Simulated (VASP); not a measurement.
## BeTe: single point with PBE

Crystal: BeTe.

```
Be Te
1.0
     6.87087    0.00000    0.00000
     0.00000    6.87087    0.00000
     0.00000    0.00000    3.85243
Be Te
4 4
Direct
  0.66990 0.66990 0.50000
  0.16990 0.83010 0.25000
  0.33010 0.33010 0.00000
  0.83010 0.16990 0.75000
  0.82743 0.82743 0.00000
  0.32743 0.67257 0.75000
  0.17257 0.17257 0.50000
  0.67257 0.32743 0.25000
```

```
Program             : VASP 6.6.1
Task                : single point
Functional          : PBE
Potentials or basis : VASP PAW PBE potentials, release 64 (Be, Te)
Cutoff              : 520 eV
k mesh              : 4 × 4 × 8
Occupations         : gaussian, width 0.02 eV
Spin                : no spin polarisation
```

```json
{"Pressure": "0.1 GPa", "Largest force": "0.010 eV/Å", "Band gap on the k mesh": "1.32 eV, indirect (least direct gap 2.28 eV)"}
```

Forces on the atoms (eV/Å):
```
Be  -0.007 -0.007  0.000
Be  -0.007  0.007  0.000
Be   0.007  0.007  0.000
Be   0.007 -0.007  0.000
Te   0.005  0.005  0.000
Te   0.005 -0.005  0.000
Te  -0.005 -0.005  0.000
Te  -0.005  0.005  0.000
```

Levels at points of the mesh, in eV from the valence-band top:
```
           k point  band 14  band 15  band 16  band 17  band 18  band 19
(0.00, 0.00, 0.00)    -0.40    -0.40    -0.28     2.66     2.97     2.97
(0.50, 0.00, 0.00)    -1.07    -0.78    -0.78     2.82     2.82     3.31
(0.50, 0.50, 0.00)    -0.92    -0.89    -0.89     2.38     2.38     2.99
(0.00, 0.00, 0.50)    -1.99    -1.64    -1.64     1.32     1.32     3.50
(0.50, 0.00, 0.50)    -1.62    -0.94    -0.94     2.22     2.22     2.62
(0.50, 0.50, 0.50)    -1.50    -1.50    -1.50     1.90     1.90     1.90
```

It took 71 s on 1 thread of Intel(R) Xeon(R) 6975P-C (Granite Rapids), on a shared host, peak memory 0.34 GiB.

Caveat: spin-orbit coupling is left out, which moves the levels of the heavy elements. Expect the measured gap to be larger: semilocal functionals such as PBE lack the derivative discontinuity.
